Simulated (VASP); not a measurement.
Write the native input for VASP 6.6.1 that does the following.

* Task: single point
* Functional: LDA
* Potentials or basis: VASP PAW LDA potentials, release 64 (Nb_sv, As)
* Cutoff: 520 eV
* k mesh: 11 × 11 × 11
* Occupations: fermi-dirac, width 0.05 eV
* Spin: no spin polarisation
* Dipole correction: no
* Further INCAR settings: ALGO = Normal; EDIFF = 1e-07; NBANDS = 26

The structure of NbAs lies in POSCAR:

```
NbAs
1.0
   -1.7596987896      1.7596987896      5.9545388829
    1.7596987896     -1.7596987896      5.9545388829
    1.7596987896      1.7596987896     -5.9545388829
Nb As
2 2
Direct
    0.5000000000      0.0000000000      0.5000000000
    0.7500000000      0.7500000000      0.0000000000
    0.9160000000      0.4160000000      0.5000000000
    0.1660000000      0.1660000000      0.0000000000
```

The input as run:

INCAR

```
ALGO     = Normal         # electronic algorithm
EDIFF    = 1E-7           # SCF threshold, eV
ENCUT    = 520            # plane-wave cutoff, eV
ISIF     = 2              # what is computed and relaxed
ISMEAR   = -1             # smearing method
LASPH    = True           # aspherical terms in the spheres
LCHARG   = False          # write CHGCAR
LREAL    = False          # projectors in reciprocal space
LWAVE    = False          # write WAVECAR
NBANDS   = 26             # bands
NELM     = 100            # most SCF steps
PREC     = Accurate       # precision mode
SIGMA    = 0.05           # smearing width, eV
```

KPOINTS

```
k-points
0
Gamma
  11 11 11
```

Potentials or basis: VASP PAW LDA potentials, release 64 (Nb_sv, As).

Launch:

```console
$ cat potpaw_LDA.64/Nb_sv/POTCAR potpaw_LDA.64/As/POTCAR > POTCAR
$ mpirun -np 1 vasp_std > vasp.out
```

It gave:

```yaml
Pressure: -13.6 GPa
Largest_force: 0.211 eV/Å
```

Caveat: the cell stands under tension.

Wall time 3.8 min on 1 thread of Intel(R) Xeon(R) 6975P-C (Granite Rapids) (shared host), peak memory 0.4 GiB.
